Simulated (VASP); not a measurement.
Write the native input for VASP 6.6.1 that does the following.

```
Task                   : single point
Functional             : PBE
Potentials or basis    : VASP PAW PBE potentials, release 64 (Ge_d, Si)
Cutoff                 : 520 eV
k mesh                 : 1 × 1 × 1, shifted
Occupations            : fermi-dirac, width 0.05 eV
Spin                   : no spin polarisation
Dipole correction      : no
Further INCAR settings : LREAL = Auto; ALGO = Normal; EDIFF = 1e-06; NBANDS = 123; ISYM = 0
```

The structure of Si8Ge13 lies in POSCAR:

```
Si8Ge13
1.0
    7.5601650000      0.1896520000     -0.0661850000
    0.1896520000      7.8161600000      0.1196190000
   -0.0661850000      0.1196190000      8.0627960000
Ge Si
13 8
Direct
    0.2505990300      0.6333521932      0.5666015785
    0.5527157013      0.7401941832      0.0144474945
    0.1846412309     -0.0120675992      0.5896279645
    0.1492210130      0.7285983144      0.8589349143
    0.3754355869      0.4187794149      0.1205157900
    0.2533644910      0.8697662889      0.2385778277
    0.0175849761      0.5411302913      0.1063044876
    0.7555880958      0.0644569946      0.0730237150
    0.7891440308      0.8592649572      0.8089506522
    0.1652696457      0.1652254881      0.0835103931
    0.6506317552      0.5940343354      0.6657886755
    0.4023749271      0.0151334832      0.8275279360
    0.5433294458      0.3093805860      0.8672645895
    0.9687535526      0.4970792010      0.6074150750
    0.9739060268      0.7803226525      0.3852989155
    0.5843600914      0.1040222464      0.5536864427
    0.9868887707      0.0951937435      0.3417938706
    0.6902719391      0.2802326462      0.3386029486
    0.9236192978      0.3567311458      0.8784477395
    0.5532784086      0.8483849464      0.3860687747
    0.7318205491      0.6002872807      0.3113664018
```

The input as run:

INCAR

```
SYSTEM = Si8Ge13
ALGO     = Normal         ! electronic algorithm
EDIFF    = 1E-6           ! SCF threshold, eV
ENCUT    = 520            ! plane-wave cutoff, eV
GGA      = PE             ! functional
ISIF     = 2              ! what is computed and relaxed
ISMEAR   = -1             ! smearing method
ISYM     = 0            
LASPH    = .True.         ! aspherical terms in the spheres
LCHARG   = .False.        ! write CHGCAR
LREAL    = Auto         
LWAVE    = .False.        ! write WAVECAR
NBANDS   = 123            ! bands
NELM     = 100            ! most SCF steps
PREC     = Accurate       ! precision mode
SIGMA    = 0.05           ! smearing width, eV
```

KPOINTS

```
Automatic mesh
0
Gamma
  1 1 1
  0.25 0.25 0.25
```

Potentials or basis: VASP PAW PBE potentials, release 64 (Ge_d, Si).

Launch:

```console
$ cat potpaw_PBE.64/Ge_d/POTCAR potpaw_PBE.64/Si/POTCAR > POTCAR
$ mpirun -np 1 vasp_std > vasp.out
```

Results of the run:

```json
{
 "Pressure": "-3.5 GPa",
 "Largest force": "1.172 eV/Å",
 "Band gap on the k mesh": "0.61 eV"
}
```

Caveat: the k points lie up to 0.83 Å⁻¹ apart.

Run time: 120 s on 1 thread of Intel(R) Xeon(R) Platinum 8488C (Sapphire Rapids), with other jobs on the host, peak memory 0.43 GiB.
